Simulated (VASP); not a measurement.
The system is ZnSe.

```xyz
2
Lattice="0.0000 2.8324 2.8324 2.8324 0.0000 2.8324 2.8324 2.8324 0.0000" Properties=species:S:1:pos:R:3 pbc="T T T"
Zn    0.0000    0.0000    0.0000
Se    1.4162    1.4162    1.4162
```

Base run:

```yaml
Program: VASP 6.6.1
Functional: LDA
Potentials_or_basis: VASP PAW LDA potentials, release 64 (Zn, Se)
Cutoff: 520 eV
k_mesh: 6 × 6 × 6
Occupations: gaussian, width 0.01 eV
Spin: no spin polarisation
```

Its results: band gap on the k mesh 1.07 eV, direct; pressure -3.0 GPa.

Question: The run is repeated on the same cell with these changes: functional from LDA to r2SCAN; potentials or basis from VASP PAW LDA potentials, release 64 (Zn, Se) to VASP PAW PBE potentials, release 64 (Zn, Se). What comes out?

Answer: Band gap on the k mesh 1.87 eV, direct; pressure 0.1 GPa.

Caveats: the PAW data sets were made with another functional, which shifts forces and pressure a little (some runs).

